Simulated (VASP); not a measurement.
# S (Fd-3m) in VASP: a series of runs

The runs below take S through density of states, with PBE.

All numbers are computed with VASP 6.6.1; they aren't measurements. Logs are shortened: lines on timing, memory, paths and dates and some standing lists are left out, and cuts for length are marked.

## Step 1: The cell of the first run

It takes space group Fd-3m (No. 227, cubic). The conventional cell has a = 5.015 Å, b = 5.015 Å, c = 5.015 Å, α = 90.00°, β = 90.00°, γ = 90.00°. Within 2.9 Å of S (site symmetry -43m) lie 4 S at 2.17 Å.

## Step 2: Density of states, PBE (volume scaled by 0.65)

The input, POSCAR:

```
S
1.0
    0.0000000000      2.5075024785      2.5075024785
    2.5075024785      0.0000000000      2.5075024785
    2.5075024785      2.5075024785      0.0000000000
S
2
Direct
   -0.1250000000     -0.1250000000     -0.1250000000
    0.1250000000      0.1250000000      0.1250000000
```

The input, INCAR.step1:

```
SYSTEM = S
ALGO     = Normal         ! electronic algorithm
EDIFF    = 1E-6           ! SCF threshold, eV
ENCUT    = 520            ! plane-wave cutoff, eV
GGA      = PE             ! functional
ISIF     = 2              ! what is computed and relaxed
ISMEAR   = -1             ! smearing method
LASPH    = .TRUE.         ! aspherical terms in the spheres
LCHARG   = .TRUE.         ! write CHGCAR
LREAL    = .FALSE.        ! projectors in reciprocal space
LWAVE    = .FALSE.        ! write WAVECAR
NBANDS   = 13             ! bands
NELM     = 100            ! most SCF steps
PREC     = Accurate       ! precision mode
SIGMA    = 0.08           ! smearing width, eV
```

The input, KPOINTS.step1:

```
k-points
0
G
  13 13 13
  0 0 0
```

The input, INCAR.step2:

```
SYSTEM = S
ALGO     = Normal         ! electronic algorithm
EDIFF    = 1E-6           ! SCF threshold, eV
ENCUT    = 520            ! plane-wave cutoff, eV
GGA      = PE             ! functional
ICHARG   = 11             ! starting density
ISIF     = 2              ! what is computed and relaxed
ISMEAR   = -5             ! smearing method
LASPH    = .TRUE.         ! aspherical terms in the spheres
LCHARG   = .FALSE.        ! write CHGCAR
LORBIT   = 11             ! projections on sites
LREAL    = .FALSE.        ! projectors in reciprocal space
LWAVE    = .FALSE.        ! write WAVECAR
NEDOS    = 1001           ! points of the DOS
NELM     = 100            ! most SCF steps
PREC     = Accurate       ! precision mode
SIGMA    = 0.08           ! smearing width, eV
```

The input, KPOINTS.step2:

```
k-points
0
G
  20 20 20
  0 0 0
```

Potentials or basis: VASP PAW PBE potentials, release 64 (S).

Command:

```bash
$ cat potpaw_PBE.64/S/POTCAR > POTCAR
$ cp INCAR.step1 INCAR
$ cp KPOINTS.step1 KPOINTS
$ mpirun -np 1 vasp_std > vasp.out
$ cp INCAR.step2 INCAR
$ cp KPOINTS.step2 KPOINTS
$ mpirun -np 1 vasp_std > vasp.out
```

OUTCAR:

```text
SYSTEM = S
   EDIFF = 1E-6
   ENCUT = 520
   GGA = PE
   ICHARG = 11
   ISIF = 2
   ISMEAR = -5
   LASPH = .TRUE.
   LORBIT = 11
   LREAL = .FALSE.
   NELM = 100
   PREC = Accurate

 ion  position               nearest neighbor table
   1  0.875  0.875  0.875-   2 2.17   2 2.17   2 2.17   2 2.17
   2  0.125  0.125  0.125-   1 2.17   1 2.17   1 2.17   1 2.17

  LATTYP: Found a face centered cubic cell.
 ALAT       =     5.0150049570

  Lattice vectors:

 A1 = (   0.0000000000,   2.5075024785,   2.5075024785)
 A2 = (   2.5075024785,   0.0000000000,   2.5075024785)
 A3 = (   2.5075024785,   2.5075024785,   0.0000000000)

Analysis of symmetry for initial positions (statically):
=====================================================================
 Subroutine PRICEL returns:
 Original cell was already a primitive cell.

 Routine SETGRP: Setting up the symmetry group for a
 face centered cubic supercell.

 Subroutine GETGRP returns: Found 48 space group operations
 (whereof 12 operations were pure point group operations)
 out of a pool of 48 trial point group operations.

The static configuration has the point symmetry D_3d.
 The point group associated with its full space group is O_h .

Analysis of symmetry for dynamics (positions and initial velocities):
=====================================================================
 Subroutine PRICEL returns:
 Original cell was already a primitive cell.

 Routine SETGRP: Setting up the symmetry group for a
 face centered cubic supercell.

 Subroutine GETGRP returns: Found 48 space group operations
 (whereof 12 operations were pure point group operations)
 out of a pool of 48 trial point group operations.

The dynamic configuration has the point symmetry D_3d.
 The point group associated with its full space group is O_h .

 Subroutine INISYM returns: Found 48 space group operations
 (whereof 12 operations are pure point group operations),
 and found     1 'primitive' translations

----------------------------------------------------------------------------------------

                                     Primitive cell

  volume of cell :      31.5322

  direct lattice vectors                    reciprocal lattice vectors
     0.000000000  2.507502479  2.507502479    -0.199401598  0.199401598  0.199401598
     2.507502479  0.000000000  2.507502479     0.199401598 -0.199401598  0.199401598
     2.507502479  2.507502479  0.000000000     0.199401598  0.199401598 -0.199401598

  length of vectors
     3.546144013  3.546144013  3.546144013     0.345373698  0.345373698  0.345373698

  position of ions in fractional coordinates (direct lattice)
     0.875000000  0.875000000  0.875000000
     0.125000000  0.125000000  0.125000000

  ion indices of the primitive-cell ions
   primitive index   ion index
                 1           1
                 2           2

----------------------------------------------------------------------------------------

 KPOINTS: k-points

Automatic generation of k-mesh.
 Grid dimensions read from file:
 generate k-points for:   20   20   20

 Generating k-lattice:

  Cartesian coordinates                     Fractional coordinates (reciprocal lattice)
    -0.009970080  0.009970080  0.009970080     0.050000000  0.000000000  0.000000000
     0.009970080 -0.009970080  0.009970080     0.000000000  0.050000000  0.000000000
     0.009970080  0.009970080 -0.009970080     0.000000000  0.000000000  0.050000000

  Length of vectors
     0.017268685  0.017268685  0.017268685

  Shift w.r.t. Gamma in fractional coordinates (k-lattice)
     0.000000000  0.000000000  0.000000000

 TETIRR: Found   1093 inequivalent tetrahedra from    48000

 Subroutine IBZKPT returns following result:
 ===========================================

 Found    256 irreducible k-points:

 Following reciprocal coordinates:
            Coordinates               Weight
  0.000000  0.000000  0.000000      1.000000
  0.050000  0.000000  0.000000      8.000000
  0.100000  0.000000  0.000000      8.000000
  0.150000  0.000000  0.000000      8.000000
  0.200000  0.000000  0.000000      8.000000
  0.250000  0.000000  0.000000      8.000000
[... 16 lines left out ...]
 -0.400000  0.050000  0.000000     24.000000
 -0.350000  0.050000  0.000000     24.000000
 [... further k-points ...]
   k-points           NKPTS =    256   k-points in BZ     NKDIM =    256   number of bands    NBANDS=     10
   number of dos      NEDOS =   1001   number of ions     NIONS =      2
   total plane-waves  NPLWV =  21952
   dimension x,y,z NGX =    28 NGY =   28 NGZ =   28
   dimension x,y,z NGXF=    56 NGYF=   56 NGZF=   56
   ions per type =               2
   NGX,Y,Z   is equivalent  to a cutoff of  13.13, 13.13, 13.13 a.u.
   NGXF,Y,Z  is equivalent  to a cutoff of  26.25, 26.25, 26.25 a.u.
 SYSTEM =  S
   PREC   = accura    normal or accurate (medium, high low for compatibility)
   ISTART =      0    job   : 0-new  1-cont  2-samecut
   ICHARG =     11    charge: 1-file 2-atom 10-const
   ISPIN  =      1    spin polarized calculation?
   LNONCOLLINEAR =      F non collinear calculations
   LSORBIT =      F    spin-orbit coupling
   LASPH  =      T    aspherical Exc in radial PAW
   ENCUT  =  520.0 eV  38.22 Ry    6.18 a.u.   6.59  6.59  6.59*2*pi/ulx,y,z
   NELM   =    100;   NELMIN=  2; NELMDL=  0     # of ELM steps
   EDIFF  = 0.1E-05   stopping-criterion for ELM
   LREAL  =      F    real-space projection
   EDIFFG = 0.1E-04   stopping-criterion for IOM
   NSW    =      0    number of steps for IOM
   IBRION =     -1    ionic relax: 0-MD 1-quasi-New 2-CG
   NFREE  =      0    steps in history (QN), initial steepest desc. (CG)
   ISIF   =      2    stress and relaxation
   ISYM   =      2    0-nonsym 1-usesym 2-fastsym
   POTIM  = 0.5000    time-step for ionic-motion
   TEBEG  =    0.0;   TEEND  =   0.0 temperature during run
   PSTRESS=    0.0 pullay stress
   NELECT =      12.0000    total number of electrons
   NUPDOWN=      -1.0000    fix difference up-down
   EMIN   =  10.00;   EMAX   =-10.00  energy-range for DOS
   EFERMI =   0.00;   METHOD = LEGACY
   ISMEAR =    -5;   SIGMA  =   0.08  broadening in eV -4-tet -1-fermi 0-gaus
   EFERMI_NEDOS =   21; number of points for ismear=-14 and -15
   IALGO  =     38    algorithm
   IMIX   =      4    mixing-type and parameters
     AMIX     =   0.40;   BMIX     =  1.00
     AMIX_MAG =   1.60;   BMIX_MAG =  1.00
  volume/ion in A,a.u.               =      15.77       106.39
  Fermi-wavevector in a.u.,A,eV,Ry     =   1.186362  2.241899 19.149584  1.407455
  Thomas-Fermi vector in A             =   2.322536
   LORBIT       =     11    0 simple, 1 ext, 2 COOP (PROOUT), +10 PAW based schemes
   GGA     = PE    functional components
   LHFCALC =     F    Hartree Fock is set to
   AEXX    =    0.0000 exact exchange contribution
   IVDW    =     0    specifies the selected vdW correction
   LEPSILON=     F    determine dielectric tensor
   LRPA    =     F    only Hartree local field effects (RPA)
 non-spin polarized calculation
 Fermi weights with tetrahedron method with Bloechl corrections
  energy-cutoff  :      520.00
  volume of cell :       31.53
 maximum number of plane-waves:       877

 number of electron      12.0000003 magnetization

 Free energy of the ion-electron system (eV)
  ---------------------------------------------------
  ext. energy  EPLUGINS =         0.00000000
  ---------------------------------------------------
  free energy    TOTEN  =        -4.77692020 eV

  energy without entropy =       -4.77692020  energy(sigma->0) =       -4.77692020

 E-fermi :   8.5867     XC(G=0): -10.7253

 val. band max:        8.6211688169   @ k =  -0.3000   0.1500   0.0000
 cond. band min:       8.5121320651   @ k =  -0.2500   0.1500   0.0000
 fundamental gap:     -0.1090367518
 Fermi energy:         8.5866824290

 k-point     1 :       0.0000    0.0000    0.0000
  band No.  band energies     occupation
      1     -11.0165      2.00000
      2       2.1110      2.00000
      3       2.9605      2.00000
      4       2.9605      2.00000
      5       2.9605      2.00000
      6       6.8809      2.00000
      7       6.8809      2.00000
      8       6.8809      2.00000
      9      14.7077      0.00000
     10      15.4337      0.00000

 k-point     2 :       0.0500    0.0000    0.0000
  band No.  band energies     occupation
      1     -10.9837      2.00000
      2       1.5192      2.00000
      3       2.9175      2.00000
      4       2.9175      2.00000
      5       3.4375      2.00000
      6       6.9479      2.00000
      7       6.9479      2.00000
      8       6.9624      2.00000
      9      14.8323      0.00000
     10      15.3410      0.00000

 k-point     3 :       0.1000    0.0000    0.0000
  band No.  band energies     occupation
      1     -10.8857      2.00000
      2       0.5996      2.00000
      3       2.8001      2.00000
      4       2.8001      2.00000
      5       3.9811      2.00000
      6       7.1323      2.00000
      7       7.1323      2.00000
      8       7.2508      2.00000
      9      15.1272      0.00000
     10      15.1347      0.00000

 k-point     4 :       0.1500    0.0000    0.0000
  band No.  band energies     occupation
      1     -10.7247      2.00000
      2      -0.3573      2.00000
      3       2.6358      2.00000
      4       2.6358      2.00000
      5       4.2730      2.00000
      6       7.3930      2.00000
      7       7.3930      2.00000
      8       7.8039      2.00000
      9      14.9129      0.00000
     10      14.9129      0.00000
[... 222 lines left out ...]
 k-point    22 :      -0.4500    0.0500    0.0000
  band No.  band energies     occupation
      1      -8.9197      2.00000
      2      -4.9789      2.00000
      3       1.5226      2.00000
      4       1.7963      2.00000
      5       4.1939      2.00000
      6       8.4561      2.00000
      7       8.5030      1.63265
      8      12.9683      0.00000
      9      16.3115      0.00000
     10      16.8134      0.00000

 k-point    23 :      -0.4000    0.0500    0.0000
  band No.  band energies     occupation
      1      -9.1286      2.00000
      2      -4.6289      2.00000
      3       1.5424      2.00000
      4       1.8773      2.00000
      5       4.2345      2.00000
      6       8.4250      2.00000
      7       8.4686      1.96467
      8      12.4282      0.00000
      9      15.9622      0.00000
     10      16.2568      0.00000

 k-point    24 :      -0.3500    0.0500    0.0000
  band No.  band energies     occupation
      1      -9.4370      2.00000
      2      -4.0606      2.00000
      3       1.6065      2.00000
      4       1.9943      2.00000
      5       4.3080      2.00000
      6       8.3084      2.00000
      7       8.4375      2.10382
      8      11.6254      0.00000
      9      15.2679      0.00000
     10      16.2480      0.00000

 [... further k-points ...]
[... 5 lines left out ...]
  --------------------------------------------------------------------------------------
  -------------------------------------------------------------------------------------
  Total        7.2676645      7.2676645      7.2676645     -0.0000000      0.0000000      0.0000000
  in kB      369.2762244    369.2762244    369.2762244     -0.0000000      0.0000000      0.0000000
  external PRESSURE =     369.2762244 kB  Pullay stress =       0.0000000 kB

 VOLUME and BASIS-vectors are now :
 -----------------------------------------------------------------------------
  energy-cutoff  :      520.00
  volume of cell :       31.53
      direct lattice vectors                 reciprocal lattice vectors
     0.000000000  2.507502479  2.507502479    -0.199401598  0.199401598  0.199401598
     2.507502479  0.000000000  2.507502479     0.199401598 -0.199401598  0.199401598
     2.507502479  2.507502479  0.000000000     0.199401598  0.199401598 -0.199401598

 POSITION                                       TOTAL-FORCE (eV/Angst)
 -----------------------------------------------------------------------------------
      4.38813      4.38813      4.38813        -0.000000      0.000000      0.000000
      0.62688      0.62688      0.62688         0.000000     -0.000000     -0.000000
 -----------------------------------------------------------------------------------
    total drift:                                0.000000     -0.000000     -0.000000

  FREE ENERGIE OF THE ION-ELECTRON SYSTEM (eV)
  ---------------------------------------------------
  free  energy   TOTEN  =        -4.7769202005 eV

  energy  without entropy=       -4.7769202005  energy(sigma->0) =       -4.77692020

 total charge

# of ion       s       p       d       tot
------------------------------------------
    1        1.453   2.158   0.000   3.611
    2        1.453   2.158   0.000   3.611
--------------------------------------------------
tot          2.906   4.315   0.000   7.221
```

It took 65 s on 1 thread of AMD EPYC 7R13 (Zen 3), shared host; peak memory 0.16 GiB.

What came out:

```
Valence electrons inside the program's atomic spheres : S 3.61
```

Levels at points of the mesh, in eV from the Fermi level:
| k point | band 2 | band 3 | band 4 | band 5 | band 6 | band 7 | band 8 | band 9 | band 10 |
| --- | --- | --- | --- | --- | --- | --- | --- | --- | --- |
| (0.00, 0.00, 0.00) | -6.48 | -5.63 | -5.63 | -5.63 | -1.71 | -1.71 | -1.71 | 6.12 | 6.85 |
| (0.50, 0.00, 0.00) | -13.62 | -6.78 | -6.78 | -4.69 | -0.14 | -0.14 | 4.60 | 8.17 | 8.85 |
| (0.50, 0.50, 0.00) | -15.50 | -8.18 | -8.18 | -2.91 | -2.91 | 4.48 | 4.48 | 8.23 | 8.23 |

Caveat: tetrahedron occupations give inexact forces and stress in metals.

## Step 3: Density of states, PBE (volume scaled by 0.65)

POSCAR is that of step 2.

The input, INCAR.step1:

```
PREC     = Accurate       # precision mode
ENCUT    = 520            # plane-wave cutoff, eV
EDIFF    = 1E-6           # SCF threshold, eV
ISMEAR   = -1             # smearing method
SIGMA    = 0.08           # smearing width, eV
LREAL    = F              # projectors in reciprocal space
LASPH    = T              # aspherical terms in the spheres
NELM     = 100            # most SCF steps
ALGO     = Normal         # electronic algorithm
ISIF     = 2              # what is computed and relaxed
LWAVE    = F              # write WAVECAR
LCHARG   = T              # write CHGCAR
GGA      = PE             # functional
NBANDS   = 13             # bands
```

The input, KPOINTS.step1:

```
regular mesh
0
Gamma
  13 13 13
```

The input, INCAR.step2:

```
PREC     = Accurate       # precision mode
ENCUT    = 520            # plane-wave cutoff, eV
EDIFF    = 1E-6           # SCF threshold, eV
ISMEAR   = -5             # smearing method
SIGMA    = 0.08           # smearing width, eV
LREAL    = F              # projectors in reciprocal space
LASPH    = T              # aspherical terms in the spheres
NELM     = 100            # most SCF steps
ALGO     = Normal         # electronic algorithm
ISIF     = 2              # what is computed and relaxed
LWAVE    = F              # write WAVECAR
LCHARG   = F              # write CHGCAR
GGA      = PE             # functional
LORBIT   = 11             # projections on sites
NEDOS    = 2001           # points of the DOS
ICHARG   = 11             # starting density
```

The input, KPOINTS.step2:

```
regular mesh
0
Gamma
  20 20 20
```

Potentials or basis: VASP PAW PBE potentials, release 64 (S).

Command:

```bash
$ cat potpaw_PBE.64/S/POTCAR > POTCAR
$ cp INCAR.step1 INCAR
$ cp KPOINTS.step1 KPOINTS
$ mpirun -np 1 vasp_std > vasp.out
$ cp INCAR.step2 INCAR
$ cp KPOINTS.step2 KPOINTS
$ mpirun -np 1 vasp_std > vasp.out
```

Wall time 72 s (1 thread of AMD EPYC 7R13 (Zen 3), shared host); peak memory 0.16 GiB.

Results (log left out):

- Valence electrons inside the program's atomic spheres: S 3.61

Levels at points of the mesh, in eV from the Fermi level:
```
           k point  band 3  band 4  band 5  band 6  band 7  band 8  band 9  band 10
(0.00, 0.00, 0.00)   -5.63   -5.63   -5.63   -1.71   -1.71   -1.71    6.12     6.85
(0.50, 0.00, 0.00)   -6.78   -6.78   -4.69   -0.14   -0.14    4.60    8.17     8.85
(0.50, 0.50, 0.00)   -8.18   -8.18   -2.91   -2.91    4.48    4.48    8.23     8.23
```

Caveat: tetrahedron occupations give inexact forces and stress in metals.
